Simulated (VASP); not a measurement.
# PbS (P-1) in VASP: single point with r2SCAN

Aim: the single point of PbS with r2SCAN.

All numbers are computed with VASP 6.6.1; they aren't measurements. Logs are shortened: lines on timing, memory, paths and dates and some standing lists are left out, and cuts for length are marked.

**1. The cell of the first run**

The typed cell holds 4 atoms: a = 4.094 Å, b = 4.303 Å, c = 5.955 Å, α = 90.23°, β = 89.83°, γ = 90.00°.

**2. Single point, r2SCAN (shear xy strain +5.0%)**

Input file POSCAR:

```
PbS
1.0
    2.8804539492     -2.8950396174      0.2885572983
    3.0288992759      3.0427734481      0.2885572983
   -0.5836033582     -0.0145900840      5.9261748063
Pb S
2 2
Direct
    0.7499848290      0.7499848290      0.7500022824
    0.2500151710      0.2500151710      0.2499977176
    0.2500755424      0.2500755424      0.7500279570
    0.7499244576      0.7499244576      0.2499720430
```

Input file INCAR.step1:

```
SYSTEM = PbS
PREC     = Accurate       ! precision mode
ENCUT    = 520            ! plane-wave cutoff, eV
ISMEAR   = -1             ! smearing method
SIGMA    = 0.02           ! smearing width, eV
LREAL    = .False.        ! projectors in reciprocal space
LASPH    = .True.         ! aspherical terms in the spheres
NELM     = 100            ! most SCF steps
NBANDS   = 28             ! bands
GGA      = PE             ! functional
ALGO     = Normal         ! electronic algorithm
EDIFF    = 1E-4           ! SCF threshold, eV
LWAVE    = .True.         ! write WAVECAR
LCHARG   = .False.        ! write CHGCAR
```

Input file INCAR.step2:

```
SYSTEM = PbS
PREC     = Accurate       ! precision mode
ENCUT    = 520            ! plane-wave cutoff, eV
EDIFF    = 1E-6           ! SCF threshold, eV
ISMEAR   = -1             ! smearing method
SIGMA    = 0.02           ! smearing width, eV
LREAL    = .False.        ! projectors in reciprocal space
LASPH    = .True.         ! aspherical terms in the spheres
NELM     = 100            ! most SCF steps
ALGO     = Normal         ! electronic algorithm
ISIF     = 2              ! what is computed and relaxed
LWAVE    = .False.        ! write WAVECAR
LCHARG   = .False.        ! write CHGCAR
METAGGA  = R2SCAN         ! meta-GGA
LMIXTAU  = .True.       
NBANDS   = 28             ! bands
ISTART   = 1
```

Input file KPOINTS:

```
Automatic mesh
0
Gamma
  6 6 4
  0 0 0
```

Potentials or basis: VASP PAW PBE potentials, release 64 (Pb_d, S).

On the command line:

```bash
$ cat potpaw_PBE.64/Pb_d/POTCAR potpaw_PBE.64/S/POTCAR > POTCAR
$ cp INCAR.step1 INCAR
$ mpirun -np 1 vasp_std > vasp.out
$ cp INCAR.step2 INCAR
$ mpirun -np 1 vasp_std > vasp.out
```

OUTCAR:

```text
SYSTEM = PbS
   PREC = Accurate
   ENCUT = 520
   EDIFF = 1E-6
   ISMEAR = -1
   LREAL = .False.
   LASPH = .True.
   NELM = 100
   ISIF = 2
   METAGGA = R2SCAN
   ISTART = 1

 ion  position               nearest neighbor table
   1  0.750  0.750  0.750-   3 2.97   3 2.97   3 2.97   3 2.97   4 2.98   4 2.98
   2  0.250  0.250  0.250-   4 2.97   4 2.97   4 2.97   4 2.97   3 2.98   3 2.98
   3  0.250  0.250  0.750-   1 2.97   1 2.97   1 2.97   1 2.97   2 2.98   2 2.98
   4  0.750  0.750  0.250-   2 2.97   2 2.97   2 2.97   2 2.97   1 2.98   1 2.98

  LATTYP: Found a triclinic cell.
 ALAT       =     5.9548596612
 B/A-ratio  =     0.7226061626
 C/A-ratio  =     0.6875200355
 COS(alpha) =     0.0000612754
 COS(beta)  =     0.0029219906
 COS(gamma) =     0.0039817997

  Lattice vectors:

 A1 = (  -0.5836033582,  -0.0145900840,   5.9261748063)
 A2 = (  -3.0288992759,  -3.0427734481,  -0.2885572983)
 A3 = (   2.8804539492,  -2.8950396174,   0.2885572983)

Analysis of symmetry for initial positions (statically):
=====================================================================
 Subroutine PRICEL returns:
 Original cell was already a primitive cell.

 Routine SETGRP: Setting up the symmetry group for a
 triclinic supercell.

 Subroutine GETGRP returns: Found  2 space group operations
 (whereof  2 operations were pure point group operations)
 out of a pool of  2 trial point group operations.

The static configuration has the point symmetry S_2 .

Analysis of symmetry for dynamics (positions and initial velocities):
=====================================================================
 Subroutine PRICEL returns:
 Original cell was already a primitive cell.

 Routine SETGRP: Setting up the symmetry group for a
 triclinic supercell.

 Subroutine GETGRP returns: Found  2 space group operations
 (whereof  2 operations were pure point group operations)
 out of a pool of  2 trial point group operations.

The dynamic configuration has the point symmetry S_2 .

 Subroutine INISYM returns: Found  2 space group operations
 (whereof  2 operations are pure point group operations),
 and found     1 'primitive' translations

----------------------------------------------------------------------------------------

                                     Primitive cell

  volume of cell :     104.9050

  direct lattice vectors                    reciprocal lattice vectors
     2.880453949 -2.895039617  0.288557298     0.171929004 -0.172710398  0.016506176
     3.028899276  3.042773448  0.288557298     0.163503129  0.164324595  0.016506176
    -0.583603358 -0.014590084  5.926174806    -0.016332861  0.000408322  0.167135476

  length of vectors
     4.094085326  4.303018289  5.954859661     0.244255845  0.232396858  0.167932118

  position of ions in fractional coordinates (direct lattice)
     0.749984829  0.749984829  0.750002282
     0.250015171  0.250015171  0.249997718
     0.250075542  0.250075542  0.750027957
     0.749924458  0.749924458  0.249972043

  ion indices of the primitive-cell ions
   primitive index   ion index
                 1           1
                 2           2
                 3           3
                 4           4

----------------------------------------------------------------------------------------

 KPOINTS: Automatic mesh

Automatic generation of k-mesh.
 Grid dimensions read from file:
 generate k-points for:    6    6    4

 Generating k-lattice:

  Cartesian coordinates                     Fractional coordinates (reciprocal lattice)
     0.028654834 -0.028785066  0.002751029     0.166666667 -0.000000000  0.000000000
     0.027250522  0.027387432  0.002751029    -0.000000000  0.166666667 -0.000000000
    -0.004083215  0.000102080  0.041783869     0.000000000  0.000000000  0.250000000

  Length of vectors
     0.040709307  0.038732810  0.041983030

  Shift w.r.t. Gamma in fractional coordinates (k-lattice)
     0.000000000  0.000000000  0.000000000

 Subroutine IBZKPT returns following result:
 ===========================================

 Found     76 irreducible k-points:

 Following reciprocal coordinates:
            Coordinates               Weight
  0.000000  0.000000  0.000000      1.000000
  0.166667  0.000000 -0.000000      2.000000
  0.333333  0.000000  0.000000      2.000000
  0.500000  0.000000  0.000000      1.000000
 -0.000000  0.166667  0.000000      2.000000
  0.166667  0.166667 -0.000000      2.000000
[... 16 lines left out ...]
  0.333333  0.000000  0.250000      2.000000
  0.500000 -0.000000  0.250000      2.000000
 [... further k-points ...]
   k-points           NKPTS =     76   k-points in BZ     NKDIM =     76   number of bands    NBANDS=     28
   number of dos      NEDOS =    301   number of ions     NIONS =      4
   total plane-waves  NPLWV =  46080
   dimension x,y,z NGX =    30 NGY =   32 NGZ =   48
   dimension x,y,z NGXF=    60 NGYF=   64 NGZF=   96
   ions per type =               2   2
   NGX,Y,Z   is equivalent  to a cutoff of  12.18, 12.36, 13.40 a.u.
   NGXF,Y,Z  is equivalent  to a cutoff of  24.36, 24.73, 26.80 a.u.
 SYSTEM =  PbS
   PREC   = accura    normal or accurate (medium, high low for compatibility)
   ISTART =      1    job   : 0-new  1-cont  2-samecut
   ICHARG =      0    charge: 1-file 2-atom 10-const
   ISPIN  =      1    spin polarized calculation?
   LNONCOLLINEAR =      F non collinear calculations
   LSORBIT =      F    spin-orbit coupling
   LASPH  =      T    aspherical Exc in radial PAW
   ENCUT  =  520.0 eV  38.22 Ry    6.18 a.u.   7.61  8.00 11.07*2*pi/ulx,y,z
   NELM   =    100;   NELMIN=  2; NELMDL=  0     # of ELM steps
   EDIFF  = 0.1E-05   stopping-criterion for ELM
   LREAL  =      F    real-space projection
   EDIFFG = 0.1E-04   stopping-criterion for IOM
   NSW    =      0    number of steps for IOM
   IBRION =     -1    ionic relax: 0-MD 1-quasi-New 2-CG
   NFREE  =      0    steps in history (QN), initial steepest desc. (CG)
   ISIF   =      2    stress and relaxation
   ISYM   =      2    0-nonsym 1-usesym 2-fastsym
   POTIM  = 0.5000    time-step for ionic-motion
   TEBEG  =    0.0;   TEEND  =   0.0 temperature during run
   PSTRESS=    0.0 pullay stress
   NELECT =      40.0000    total number of electrons
   NUPDOWN=      -1.0000    fix difference up-down
   EMIN   =  10.00;   EMAX   =-10.00  energy-range for DOS
   EFERMI =   0.00;   METHOD = LEGACY
   ISMEAR =    -1;   SIGMA  =   0.02  broadening in eV -4-tet -1-fermi 0-gaus
   EFERMI_NEDOS =   21; number of points for ismear=-14 and -15
   IALGO  =     38    algorithm
   IMIX   =      4    mixing-type and parameters
     AMIX     =   0.40;   BMIX     =  1.00
     AMIX_MAG =   1.60;   BMIX_MAG =  1.00
  volume/ion in A,a.u.               =      26.23       176.98
  Fermi-wavevector in a.u.,A,eV,Ry     =   1.187124  2.243339 19.174190  1.409263
  Thomas-Fermi vector in A             =   2.323282
   LORBIT       =      0    0 simple, 1 ext, 2 COOP (PROOUT), +10 PAW based schemes
   METAGGA = R2SCAN    functional components
   LHFCALC =     F    Hartree Fock is set to
   AEXX    =    0.0000 exact exchange contribution
   IVDW    =     0    specifies the selected vdW correction
   LEPSILON=     F    determine dielectric tensor
   LRPA    =     F    only Hartree local field effects (RPA)
 non-spin polarized calculation
  energy-cutoff  :      520.00
  volume of cell :      104.91
 maximum number of plane-waves:      2866
   NGX = 15   NGY = 17   NGZ = 23

 number of electron      40.0000001 magnetization

 Free energy of the ion-electron system (eV)
  ---------------------------------------------------
  ext. energy  EPLUGINS =         0.00000000
  ---------------------------------------------------
  free energy    TOTEN  =      -131.19150458 eV

  energy without entropy =     -131.19150363  energy(sigma->0) =     -131.19150411

 E-fermi :   5.9203     XC(G=0): -10.2283

 val. band max:        5.7407694708   @ k =   0.0000   0.5000   0.5000
 cond. band min:       6.1009407140   @ k =   0.5000  -0.0000   0.5000
 fundamental gap:      0.3601712432
 Fermi energy:         5.9202984494

 k-point     1 :       0.0000    0.0000    0.0000
  band No.  band energies     occupation
      1     -11.9704      2.00000
      2     -11.8417      2.00000
      3     -11.8277      2.00000
      4     -11.8206      2.00000
      5     -11.8152      2.00000
      6     -11.7988      2.00000
[... 20 lines left out ...]
     27      11.7587      0.00000
     28      12.4628      0.00000

 k-point     2 :       0.1667    0.0000   -0.0000
  band No.  band energies     occupation
      1     -11.9476      2.00000
      2     -11.8297      2.00000
      3     -11.8218      2.00000
      4     -11.8143      2.00000
      5     -11.8105      2.00000
      6     -11.8066      2.00000
[... 20 lines left out ...]
     27      11.7895      0.00000
     28      12.6531      0.00000

 k-point     3 :       0.3333    0.0000    0.0000
  band No.  band energies     occupation
      1     -11.8957      2.00000
      2     -11.8224      2.00000
      3     -11.8207      2.00000
      4     -11.8129      2.00000
      5     -11.8095      2.00000
      6     -11.8025      2.00000
[... 20 lines left out ...]
     27      13.2244      0.00000
     28      13.2972      0.00000

 k-point     4 :       0.5000    0.0000    0.0000
  band No.  band energies     occupation
      1     -11.8454      2.00000
      2     -11.8453      2.00000
      3     -11.8251      2.00000
      4     -11.8251      2.00000
      5     -11.8131      2.00000
      6     -11.8131      2.00000
[... 578 lines left out ...]
     27      11.8292      0.00000
     28      12.6974      0.00000

 k-point    23 :       0.3333    0.0000    0.2500
  band No.  band energies     occupation
      1     -11.8736      2.00000
      2     -11.8300      2.00000
      3     -11.8258      2.00000
      4     -11.8182      2.00000
      5     -11.8101      2.00000
      6     -11.8096      2.00000
[... 20 lines left out ...]
     27      13.0733      0.00000
     28      13.6876      0.00000

 k-point    24 :       0.5000   -0.0000    0.2500
  band No.  band energies     occupation
      1     -11.8377      2.00000
      2     -11.8376      2.00000
      3     -11.8339      2.00000
      4     -11.8332      2.00000
      5     -11.8159      2.00000
      6     -11.8152      2.00000
[... 20 lines left out ...]
     27      14.0071      0.00000
     28      14.0103      0.00000

 [... further k-points ...]

------------------------ aborting loop because EDIFF is reached ----------------------------------------

  FORCE on cell =-STRESS in cart. coord.  units (eV):
  Direction    XX          YY          ZZ          XY          YZ          ZX
  --------------------------------------------------------------------------------------
  -------------------------------------------------------------------------------------
  Total        0.6361040      0.6354951      0.5928694     -0.6771585      0.0013886      0.0228791
  in kB        9.7149907      9.7056909      9.0546843    -10.3420018      0.0212081      0.3494237
  external PRESSURE =       9.4917886 kB  Pullay stress =       0.0000000 kB

 VOLUME and BASIS-vectors are now :
 -----------------------------------------------------------------------------
  energy-cutoff  :      520.00
  volume of cell :      104.91
      direct lattice vectors                 reciprocal lattice vectors
     2.880453949 -2.895039617  0.288557298     0.171929004 -0.172710398  0.016506176
     3.028899276  3.042773448  0.288557298     0.163503129  0.164324595  0.016506176
    -0.583603358 -0.014590084  5.926174806    -0.016332861  0.000408322  0.167135476

 POSITION                                       TOTAL-FORCE (eV/Angst)
 -----------------------------------------------------------------------------------
      3.99422      0.09986      4.87747         0.000145     -0.000137      0.000081
      1.33153      0.03329      1.62582        -0.000145      0.000137     -0.000081
      1.04007      0.02600      4.58912        -0.000304      0.000062     -0.000179
      4.28568      0.10714      1.91417         0.000304     -0.000062      0.000179
 -----------------------------------------------------------------------------------
    total drift:                                0.000000      0.000000     -0.000000

  FREE ENERGIE OF THE ION-ELECTRON SYSTEM (eV)
  ---------------------------------------------------
  free  energy   TOTEN  =      -131.1915045833 eV

  energy  without entropy=     -131.1915036325  energy(sigma->0) =     -131.19150411
```

Run time: 4.9 min. Hardware: 1 thread of Intel Xeon 6975P-C (Granite Rapids), shared host; peak memory 0.34 GiB.

What came out:

| Quantity | Value |
| --- | --- |
| Free energy | -131.1915 eV |
| Pressure | 0.9 GPa |
| Band gap on the k mesh | 0.36 eV |

Levels at points of the mesh, in eV from the valence-band top:
```tsv
k point	band 16	band 17	band 18	band 19	band 20	band 21	band 22	band 23	band 24	band 25
(0.00, 0.00, 0.00)	-3.91	-3.43	-2.60	-2.40	-2.22	4.11	5.36	5.44	5.50	5.84
(0.50, 0.00, 0.00)	-3.89	-2.23	-2.23	-1.09	-1.09	1.33	1.33	2.37	2.37	4.47
(0.00, 0.50, 0.00)	-3.98	-1.99	-1.99	-0.75	-0.75	1.84	1.84	2.79	2.79	4.39
(0.50, 0.50, 0.00)	-5.44	-3.71	-3.70	-3.67	-3.65	4.06	4.06	5.57	5.58	5.92
(0.00, 0.00, 0.50)	-3.29	-2.84	-2.84	-1.92	-1.91	2.57	2.57	5.01	5.01	5.18
(0.50, 0.00, 0.50)	-2.11	-2.04	-2.02	-0.23	-0.21	0.36	0.38	1.88	1.90	2.01
(0.00, 0.50, 0.50)	-2.00	-1.89	-1.88	-0.02	0.00	0.62	0.66	2.15	2.19	2.32
(0.50, 0.50, 0.50)	-4.69	-4.65	-4.65	-1.22	-1.22	2.35	2.35	4.68	4.68	5.10
```

Caveat: the cell differs from its parent crystal (shear xy strain +5.0%); the PAW data sets were made with another functional, which shifts forces and pressure a little; spin-orbit coupling is left out, which moves the levels of the heavy elements. A k mesh can miss the band edges.
